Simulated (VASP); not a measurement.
# HfH: single point with PBE

HfH:

```
Hf H
1.0
     0.00000    2.33948    2.33948
     2.33948    0.00000    2.33948
     2.33948    2.33948    0.00000
Hf H
1 1
Direct
  0.00000 0.00000 0.00000
  0.25000 0.25000 0.25000
```

```yaml
Program: VASP 6.6.1
Task: single point
Functional: PBE
Potentials_or_basis: VASP PAW PBE potentials, release 64 (Hf_pv, H)
Cutoff: 520 eV
k_mesh: 20 × 20 × 20
Occupations: gaussian, width 0.1 eV
Spin: no spin polarisation
Dipole_correction: no
Further_INCAR_settings: ALGO = Normal; EDIFF = 1e-07; NBANDS = 12
```

```yaml
Pressure: -0.7 GPa
```

Levels at points of the mesh, in eV from the Fermi level:
```tsv
k point	band 1	band 2	band 3	band 4	band 5	band 6	band 7	band 8	band 9	band 10
(0.00, 0.00, 0.00)	-30.39	-30.39	-30.39	-9.26	0.87	0.87	0.87	3.60	3.60	3.90
(0.50, 0.00, 0.00)	-30.95	-30.47	-30.47	-6.78	-1.01	0.85	0.85	5.32	5.32	7.09
(0.50, 0.50, 0.00)	-30.93	-30.59	-30.59	-5.87	-3.05	0.26	5.44	5.70	5.70	8.13
```

It took 69 s on 1 thread of Intel(R) Xeon(R) Platinum 8488C (Sapphire Rapids) (shared host), peak memory 0.22 GiB.

Caveat: spin-orbit coupling is left out, which moves the levels of the heavy elements.
